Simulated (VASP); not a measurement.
# Ag (I4/mmm) in VASP: a series of runs

Runs on Ag. Level: PBEsol. Tasks: single point.

Everything below comes from runs of VASP 6.6.1. Logs are shortened: lines on timing, memory, paths and dates and some standing lists are left out, and cuts for length are marked.

## (1) The cell of the first run

The structure is tetragonal, space group I4/mmm (No. 139). The conventional cell has a = 3.005 Å, b = 3.005 Å, c = 3.759 Å, α = 90.00°, β = 90.00°, γ = 90.00°. Ag (site symmetry 4/mmm) has 14 Ag at 2.84 to 3.76 Å within 3.8 Å.

## (2) Single point, PBEsol (strain +0.040 along x and y, -0.080 along z)

File INCAR:

```
  PREC = Accurate
  ENCUT = 520
  EDIFF = 1E-6
  ISMEAR = 0
  SIGMA = 0.15
  LREAL = F
  LASPH = T
  NELM = 80
  ALGO = Normal
  ISIF = 2
  LWAVE = F
  LCHARG = F
  GGA = PS
  NBANDS = 12
```

File KPOINTS:

```
regular mesh
0
Gamma
  20 20 20
```

File POSCAR:

```
Ag
1.0
    0.0000000000      2.1248240000      1.8796520000
    2.1248240000      0.0000000000      1.8796520000
    2.1248240000      2.1248240000      0.0000000000
Ag
1
Direct
    0.0000000000      0.0000000000      0.0000000000
```

Potentials or basis: VASP PAW PBE potentials, release 64 (Ag).

Started as:

```
> cat potpaw_PBE.64/Ag/POTCAR > POTCAR
> mpirun -np 1 vasp_std > vasp.out
```

OUTCAR:

```text
PREC = Accurate
   ENCUT = 520
   EDIFF = 1E-6
   ISMEAR = 0
   LREAL = F
   LASPH = T
   NELM = 80
   ISIF = 2
   GGA = PS

 ion  position               nearest neighbor table
   1  0.000  0.000  0.000-

  LATTYP: Found a body centered tetragonal cell.
 ALAT       =     3.0049549185
 C/A-ratio  =     1.2510350744

  Lattice vectors:

 A1 = (   0.0000000000,  -2.1248240000,  -1.8796520000)
 A2 = (   0.0000000000,   2.1248240000,  -1.8796520000)
 A3 = (   2.1248240000,   0.0000000000,   1.8796520000)

Analysis of symmetry for initial positions (statically):
=====================================================================
 Subroutine PRICEL returns:
 Original cell was already a primitive cell.

 Routine SETGRP: Setting up the symmetry group for a
 body centered tetragonal supercell.

 Subroutine GETGRP returns: Found 16 space group operations
 (whereof 16 operations were pure point group operations)
 out of a pool of 16 trial point group operations.

The static configuration has the point symmetry D_4h.

Analysis of symmetry for dynamics (positions and initial velocities):
=====================================================================
 Subroutine PRICEL returns:
 Original cell was already a primitive cell.

 Routine SETGRP: Setting up the symmetry group for a
 body centered tetragonal supercell.

 Subroutine GETGRP returns: Found 16 space group operations
 (whereof 16 operations were pure point group operations)
 out of a pool of 16 trial point group operations.

The dynamic configuration has the point symmetry D_4h.

 Subroutine INISYM returns: Found 16 space group operations
 (whereof 16 operations are pure point group operations),
 and found     1 'primitive' translations

----------------------------------------------------------------------------------------

                                     Primitive cell

  volume of cell :      16.9728

  direct lattice vectors                    reciprocal lattice vectors
     0.000000000  2.124824000  1.879652000    -0.235313607  0.235313607  0.266006686
     2.124824000  0.000000000  1.879652000     0.235313607 -0.235313607  0.266006686
     2.124824000  2.124824000  0.000000000     0.235313607  0.235313607 -0.266006686

  length of vectors
     2.836894195  2.836894195  3.004954918     0.426033502  0.426033502  0.426033502

  position of ions in fractional coordinates (direct lattice)
     0.000000000  0.000000000  0.000000000

  ion indices of the primitive-cell ions
   primitive index   ion index
                 1           1

----------------------------------------------------------------------------------------

 KPOINTS: regular mesh

Automatic generation of k-mesh.
 Grid dimensions read from file:
 generate k-points for:   20   20   20

 Generating k-lattice:

  Cartesian coordinates                     Fractional coordinates (reciprocal lattice)
    -0.011765680  0.011765680  0.013300334     0.050000000 -0.000000000  0.000000000
     0.011765680 -0.011765680  0.013300334    -0.000000000  0.050000000  0.000000000
     0.011765680  0.011765680 -0.013300334     0.000000000  0.000000000  0.050000000

  Length of vectors
     0.021301675  0.021301675  0.021301675

  Shift w.r.t. Gamma in fractional coordinates (k-lattice)
     0.000000000  0.000000000  0.000000000

 Subroutine IBZKPT returns following result:
 ===========================================

 Found    641 irreducible k-points:

 Following reciprocal coordinates:
            Coordinates               Weight
  0.000000  0.000000  0.000000      1.000000
  0.050000 -0.000000  0.000000      8.000000
  0.100000 -0.000000  0.000000      8.000000
  0.150000  0.000000  0.000000      8.000000
  0.200000 -0.000000  0.000000      8.000000
  0.250000  0.000000  0.000000      8.000000
[... 16 lines left out ...]
 -0.400000  0.050000  0.000000      8.000000
 -0.350000  0.050000  0.000000      8.000000
 [... further k-points ...]
   k-points           NKPTS =    641   k-points in BZ     NKDIM =    641   number of bands    NBANDS=     12
   number of dos      NEDOS =    301   number of ions     NIONS =      1
   total plane-waves  NPLWV =  13824
   dimension x,y,z NGX =    24 NGY =   24 NGZ =   24
   dimension x,y,z NGXF=    48 NGYF=   48 NGZF=   48
   ions per type =               1
   NGX,Y,Z   is equivalent  to a cutoff of  14.06, 14.06, 13.28 a.u.
   NGXF,Y,Z  is equivalent  to a cutoff of  28.13, 28.13, 26.56 a.u.
 SYSTEM =  unknown system
   PREC   = accura    normal or accurate (medium, high low for compatibility)
   ISTART =      0    job   : 0-new  1-cont  2-samecut
   ICHARG =      2    charge: 1-file 2-atom 10-const
   ISPIN  =      1    spin polarized calculation?
   LNONCOLLINEAR =      F non collinear calculations
   LSORBIT =      F    spin-orbit coupling
   LASPH  =      T    aspherical Exc in radial PAW
   ENCUT  =  520.0 eV  38.22 Ry    6.18 a.u.   5.27  5.27  5.59*2*pi/ulx,y,z
   NELM   =     80;   NELMIN=  2; NELMDL= -5     # of ELM steps
   EDIFF  = 0.1E-05   stopping-criterion for ELM
   LREAL  =      F    real-space projection
   EDIFFG = 0.1E-04   stopping-criterion for IOM
   NSW    =      0    number of steps for IOM
   IBRION =     -1    ionic relax: 0-MD 1-quasi-New 2-CG
   NFREE  =      0    steps in history (QN), initial steepest desc. (CG)
   ISIF   =      2    stress and relaxation
   ISYM   =      2    0-nonsym 1-usesym 2-fastsym
   POTIM  = 0.5000    time-step for ionic-motion
   TEBEG  =    0.0;   TEEND  =   0.0 temperature during run
   PSTRESS=    0.0 pullay stress
   NELECT =      11.0000    total number of electrons
   NUPDOWN=      -1.0000    fix difference up-down
   EMIN   =  10.00;   EMAX   =-10.00  energy-range for DOS
   EFERMI =   0.00;   METHOD = LEGACY
   ISMEAR =     0;   SIGMA  =   0.15  broadening in eV -4-tet -1-fermi 0-gaus
   EFERMI_NEDOS =   21; number of points for ismear=-14 and -15
   IALGO  =     38    algorithm
   IMIX   =      4    mixing-type and parameters
     AMIX     =   0.40;   BMIX     =  1.00
     AMIX_MAG =   1.60;   BMIX_MAG =  1.00
  volume/ion in A,a.u.               =      16.97       114.54
  Fermi-wavevector in a.u.,A,eV,Ry     =   1.416733  2.677237 27.308685  2.007132
  Thomas-Fermi vector in A             =   2.538036
   LORBIT       =      0    0 simple, 1 ext, 2 COOP (PROOUT), +10 PAW based schemes
   GGA     = PS    functional components
   LHFCALC =     F    Hartree Fock is set to
   AEXX    =    0.0000 exact exchange contribution
   IVDW    =     0    specifies the selected vdW correction
   LEPSILON=     F    determine dielectric tensor
   LRPA    =     F    only Hartree local field effects (RPA)
 non-spin polarized calculation
 Gauss-broadening in eV      SIGMA  =   0.15
  energy-cutoff  :      520.00
  volume of cell :       16.97
 maximum number of plane-waves:       475
 NGX is ok and might be reduce to    24
   NGX = 11   NGY = 11   NGZ = 11

 number of electron      11.0000000 magnetization

 Free energy of the ion-electron system (eV)
  ---------------------------------------------------
  ext. energy  EPLUGINS =         0.00000000
  ---------------------------------------------------
  free energy    TOTEN  =        -3.29521589 eV

  energy without entropy =       -3.29209631  energy(sigma->0) =       -3.29365610

 E-fermi :   8.2864     XC(G=0): -12.4386

 val. band max:        8.2740272814   @ k =   0.5000   0.1000   0.3000
 cond. band min:       8.2999017528   @ k =  -0.2500   0.3000   0.1000
 fundamental gap:      0.0258744714
 Fermi energy:         8.2863517073

 k-point     1 :       0.0000    0.0000    0.0000
  band No.  band energies     occupation
      1       0.4335      2.00000
      2       3.3183      2.00000
      3       3.3183      2.00000
      4       4.0072      2.00000
      5       4.1459      2.00000
      6       4.8674      2.00000
      7      24.5259      0.00000
      8      27.3433      0.00000
      9      27.3433      0.00000
     10      29.1481      0.00000
     11      32.7374      0.00000
     12      33.0627      0.00000

 k-point     2 :       0.0500   -0.0000    0.0000
  band No.  band energies     occupation
      1       0.5128      2.00000
      2       3.3200      2.00000
      3       3.3400      2.00000
      4       4.0059      2.00000
      5       4.1459      2.00000
      6       4.8530      2.00000
      7      24.5355      0.00000
      8      26.9530      0.00000
      9      27.3866      0.00000
     10      28.8358      0.00000
     11      32.5786      0.00000
     12      33.3276      0.00000

 k-point     3 :       0.1000   -0.0000    0.0000
  band No.  band energies     occupation
      1       0.7442      2.00000
      2       3.3233      2.00000
      3       3.3927      2.00000
      4       4.0087      2.00000
      5       4.1581      2.00000
      6       4.8152      2.00000
      7      24.3731      0.00000
      8      25.9198      0.00000
      9      27.5017      0.00000
     10      28.6254      0.00000
     11      31.6478      0.00000
     12      32.9608      0.00000
[... 286 lines left out ...]
 k-point    23 :      -0.4000    0.0500    0.0000
  band No.  band energies     occupation
      1       1.9737      2.00000
      2       3.2061      2.00000
      3       3.8664      2.00000
      4       4.9886      2.00000
      5       5.3210      2.00000
      6       6.8030      2.00000
      7      13.7152      0.00000
      8      23.3393      0.00000
      9      25.3182      0.00000
     10      27.2338      0.00000
     11      30.0841      0.00000
     12      31.3645      0.00000

 k-point    24 :      -0.3500    0.0500    0.0000
  band No.  band energies     occupation
      1       2.0247      2.00000
      2       3.2649      2.00000
      3       3.9105      2.00000
      4       4.8081      2.00000
      5       5.0832      2.00000
      6       5.8283      2.00000
      7      15.3940      0.00000
      8      23.7315      0.00000
      9      26.1456      0.00000
     10      27.1097      0.00000
     11      29.8734      0.00000
     12      31.0503      0.00000

 [... further k-points ...]

------------------------ aborting loop because EDIFF is reached ----------------------------------------

  FORCE on cell =-STRESS in cart. coord.  units (eV):
  Direction    XX          YY          ZZ          XY          YZ          ZX
  --------------------------------------------------------------------------------------
  -------------------------------------------------------------------------------------
  Total       -0.2952525     -0.2952525     -0.0358241      0.0000000      0.0000000     -0.0000000
  in kB      -27.8708897    -27.8708897     -3.3816771      0.0000000      0.0000000     -0.0000000
  external PRESSURE =     -19.7078188 kB  Pullay stress =       0.0000000 kB

 VOLUME and BASIS-vectors are now :
 -----------------------------------------------------------------------------
  energy-cutoff  :      520.00
  volume of cell :       16.97
      direct lattice vectors                 reciprocal lattice vectors
     0.000000000  2.124824000  1.879652000    -0.235313607  0.235313607  0.266006686
     2.124824000  0.000000000  1.879652000     0.235313607 -0.235313607  0.266006686
     2.124824000  2.124824000  0.000000000     0.235313607  0.235313607 -0.266006686

 POSITION                                       TOTAL-FORCE (eV/Angst)
 -----------------------------------------------------------------------------------
      0.00000      0.00000      0.00000         0.000000      0.000000     -0.000000
 -----------------------------------------------------------------------------------
    total drift:                                0.000000     -0.000000     -0.000000

  FREE ENERGIE OF THE ION-ELECTRON SYSTEM (eV)
  ---------------------------------------------------
  free  energy   TOTEN  =        -3.2952158948 eV

  energy  without entropy=       -3.2920963077  energy(sigma->0) =       -3.29365610
```

Run time: 30 s. Hardware: 1 thread of Intel Xeon 6975P-C (Granite Rapids), shared host; peak memory 0.24 GiB.

Results:

```yaml
Free_energy: -3.2952 eV
Pressure: -2.0 GPa
Band_gap_on_the_k_mesh: zero (an odd number of electrons rules out a gap without spin polarisation)
```

Levels at points of the mesh, in eV from the Fermi level:
| k point | band 3 | band 4 | band 5 | band 6 | band 7 | band 8 | band 9 | band 10 |
| --- | --- | --- | --- | --- | --- | --- | --- | --- |
| (0.00, 0.00, 0.00) | -4.97 | -4.28 | -4.14 | -3.42 | 16.24 | 19.06 | 19.06 | 20.86 |
| (0.50, 0.00, 0.00) | -4.40 | -3.11 | -2.74 | -0.42 | 3.69 | 14.70 | 16.52 | 20.09 |
| (0.50, 0.50, 0.00) | -2.93 | -2.69 | -2.69 | 3.12 | 8.89 | 9.22 | 9.22 | 15.82 |
| (0.50, 0.00, 0.50) | -3.02 | -2.99 | -2.52 | 0.88 | 5.79 | 11.39 | 11.65 | 18.02 |

Caveat: the cell differs from its parent crystal (strain +0.040 along x and y, -0.080 along z); the PAW data sets were made with another functional, which shifts forces and pressure a little.

## (3) Single point, PBEsol (strain +0.040 along x and y, -0.040 along z)

File INCAR:

```
PREC = Accurate ; ENCUT = 520
EDIFF = 1E-6 ; ISMEAR = 0
SIGMA = 0.15 ; LREAL = False
LASPH = True ; NELM = 60
ALGO = Normal ; ISIF = 2
LWAVE = False ; LCHARG = True
GGA = PS ; LELF = True
LVHAR = True ; NBANDS = 12
```

KPOINTS is that of step 2.

File POSCAR:

```
Ag
1.0
    0.0000000000      2.1248240000      1.9613760000
    2.1248240000      0.0000000000      1.9613760000
    2.1248240000      2.1248240000      0.0000000000
Ag
1
Direct
    0.0000000000      0.0000000000      0.0000000000
```

Potentials or basis: VASP PAW PBE potentials, release 64 (Ag).

Started as:

```
> cat potpaw_PBE.64/Ag/POTCAR > POTCAR
> mpirun -np 1 vasp_std > vasp.out
```

OUTCAR:

```text
PREC = Accurate
   ENCUT = 520
   EDIFF = 1E-6
   ISMEAR = 0
   LREAL = False
   LASPH = True
   NELM = 60
   ISIF = 2
   GGA = PS

 ion  position               nearest neighbor table
   1  0.000  0.000  0.000-

  LATTYP: Found a body centered tetragonal cell.
 ALAT       =     3.0049549185
 C/A-ratio  =     1.3054279037

  Lattice vectors:

 A1 = (   0.0000000000,  -2.1248240000,  -1.9613760000)
 A2 = (   0.0000000000,   2.1248240000,  -1.9613760000)
 A3 = (   2.1248240000,   0.0000000000,   1.9613760000)

Analysis of symmetry for initial positions (statically):
=====================================================================
 Subroutine PRICEL returns:
 Original cell was already a primitive cell.

 Routine SETGRP: Setting up the symmetry group for a
 body centered tetragonal supercell.

 Subroutine GETGRP returns: Found 16 space group operations
 (whereof 16 operations were pure point group operations)
 out of a pool of 16 trial point group operations.

The static configuration has the point symmetry D_4h.

[... 167 lines left out ...]
  band No.  band energies     occupation
      1       0.1628      2.00000
      2       2.9477      2.00000
      3       2.9477      2.00000
      4       3.3882      2.00000
      5       3.8061      2.00000
      6       4.2660      2.00000
      7      23.7092      0.00000
      8      26.6552      0.00000
      9      26.6552      0.00000
     10      27.6388      0.00000
     11      31.6885      0.00000
     12      32.0576      0.00000
[... 331 lines left out ...]
 k-point    24 :      -0.3500    0.0500    0.0000
  band No.  band energies     occupation
      1       1.6936      2.00000
      2       2.9605      2.00000
      3       3.3457      2.00000
      4       4.3301      2.00000
      5       4.5183      2.00000
      6       5.3684      2.00000
      7      14.4370      0.00000
      8      23.1889      0.00000
      9      25.4431      0.00000
     10      25.5092      0.00000
     11      29.1228      0.00000
     12      30.0773      0.00000

 [... further k-points ...]

------------------------ aborting loop because EDIFF is reached ----------------------------------------

  FORCE on cell =-STRESS in cart. coord.  units (eV):
  Direction    XX          YY          ZZ          XY          YZ          ZX
  --------------------------------------------------------------------------------------
  -------------------------------------------------------------------------------------
  Total       -0.7519464     -0.7519464     -0.5278895      0.0000000      0.0000000      0.0000000
  in kB      -68.0237654    -68.0237654    -47.7547749      0.0000000      0.0000000      0.0000000
  external PRESSURE =     -61.2674352 kB  Pullay stress =       0.0000000 kB

 VOLUME and BASIS-vectors are now :
 -----------------------------------------------------------------------------
  energy-cutoff  :      520.00
  volume of cell :       17.71
      direct lattice vectors                 reciprocal lattice vectors
     0.000000000  2.124824000  1.961376000    -0.235313607  0.235313607  0.254923074
     2.124824000  0.000000000  1.961376000     0.235313607 -0.235313607  0.254923074
     2.124824000  2.124824000  0.000000000     0.235313607  0.235313607 -0.254923074

 POSITION                                       TOTAL-FORCE (eV/Angst)
 -----------------------------------------------------------------------------------
      0.00000      0.00000      0.00000         0.000000      0.000000      0.000000
 -----------------------------------------------------------------------------------
    total drift:                               -0.000000      0.000000      0.000000

  FREE ENERGIE OF THE ION-ELECTRON SYSTEM (eV)
  ---------------------------------------------------
  free  energy   TOTEN  =        -3.2837349669 eV

  energy  without entropy=       -3.2811340162  energy(sigma->0) =       -3.28243449
```

OSZICAR:

```text
N       E                     dE             d eps       ncg     rms          rms(c)
DAV:   1     0.515985080379E+02    0.51599E+02   -0.54648E+03 15456   0.823E+02
DAV:   2    -0.279190041317E+01   -0.54390E+02   -0.51355E+02 18000   0.192E+02
DAV:   3    -0.361782753319E+01   -0.82593E+00   -0.82540E+00 18040   0.251E+01
DAV:   4    -0.362035343004E+01   -0.25259E-02   -0.25258E-02 17700   0.146E+00
DAV:   5    -0.362037348652E+01   -0.20056E-04   -0.20057E-04 18220   0.117E-01    0.506E+00
DAV:   6    -0.329536327799E+01    0.32501E+00   -0.13788E+00 16568   0.103E+01    0.308E+00
DAV:   7    -0.328732911679E+01    0.80342E-02   -0.76578E-03 17792   0.841E-01    0.178E+00
DAV:   8    -0.328372477358E+01    0.36043E-02   -0.69931E-04 17724   0.183E-01    0.776E-02
DAV:   9    -0.328373316608E+01   -0.83925E-05   -0.10412E-05 17600   0.235E-02    0.182E-02
DAV:  10    -0.328373509353E+01   -0.19275E-05   -0.22593E-06 17888   0.129E-02    0.259E-03
DAV:  11    -0.328373496689E+01    0.12664E-06   -0.57065E-08  8940   0.198E-03
   1 F= -.32837350E+01 E0= -.32824345E+01  d E =-.260095E-02
```

Wall time 31 s (1 thread of Intel Xeon 6975P-C (Granite Rapids), shared host); peak memory 0.25 GiB.

What came out:

```
Free energy            : -3.2837 eV
Pressure               : -6.1 GPa
Band gap on the k mesh : zero (an odd number of electrons rules out a gap without spin polarisation)
```

Stress tensor (GPa, compression positive):
```
-6.80  0.00  0.00
 0.00 -6.80  0.00
 0.00  0.00 -4.78
```

Caveat: the cell differs from its parent crystal (strain +0.040 along x and y, -0.040 along z); the cell stands under tension; the PAW data sets were made with another functional, which shifts forces and pressure a little.

(Continued in part 2 of 2.)
